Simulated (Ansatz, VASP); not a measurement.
One calculation of Al2Au, two programs

```
Au Al
1.0
     0.00000    3.01987    3.01987
     3.01987    0.00000    3.01987
     3.01987    3.01987    0.00000
Au Al
1 2
Direct
  0.00000 0.00000 0.00000
  0.75000 0.75000 0.75000
  0.25000 0.25000 0.25000
```

Alike in both runs: task single point; functional PBE; k mesh 8 × 8 × 8; occupations fermi-dirac, width 0.05 eV; no spin polarisation.

```csv
,VASP,Ansatz
version,VASP 6.6.1,Ansatz 0.2.0
potentials or method,"VASP PAW PBE potentials, release 64 (Au, Al)",Ansatz PAW soft_1
plane-wave cutoff (eV),520,420
valence electrons in the cell,17,25
```

VASP gave:

* gap on the k mesh at the Fermi level (eV): none
* pressure (GPa): 0.8

Q: Estimate Ansatz's values.

A: gap on the k mesh at the Fermi level (eV): none; pressure (GPa): 1.0.

A gap of «none» marks a metal or a gap that the smearing closes. VASP's potentials hold 17 valence electrons a cell and Ansatz's 25, so a difference there can come from the potentials and not from the codes.

Spin-orbit coupling is off throughout.
